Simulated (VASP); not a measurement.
A run of VASP 6.6.1 is set up as follows.

The input INCAR:

```
ALGO = Fast ; EDIFF = 1E-7
ENCUT = 520 ; GGA = PS
ISIF = 2 ; ISMEAR = 0
LASPH = True ; LCHARG = False
LREAL = False ; LWAVE = False
NBANDS = 18 ; NELM = 100
PREC = Accurate ; SIGMA = 0.15
```

Contents of KPOINTS:

```
k-points
0
Gamma
  14 14 14
```

File POSCAR:

```
InPd
1.0
    3.1708198434      0.0000000000      0.0000000000
    0.0000000000      3.1708198434      0.0000000000
    0.0000000000      0.0000000000      3.3982461783
In Pd
1 1
Direct
    0.0000000000      0.0000000000      0.0000000000
    0.5000000000      0.5000000000      0.5000000000
```

Potentials or basis: VASP PAW PBE potentials, release 64 (In_d, Pd).

Command:

```console
$ cat potpaw_PBE.64/In_d/POTCAR potpaw_PBE.64/Pd/POTCAR > POTCAR
$ mpirun -np 1 vasp_std > vasp.out
```

(1) Estimate the band gap on the k mesh.

(2) What does it give for the pressure?

Answers

(1) zero (an odd number of electrons rules out a gap without spin polarisation).

(2) 0.5 GPa.

Caveat: the cell differs from its parent crystal (the cell strained); the PAW data sets were made with another functional, which shifts forces and pressure a little; spin-orbit coupling is left out, which moves the levels of the heavy elements.
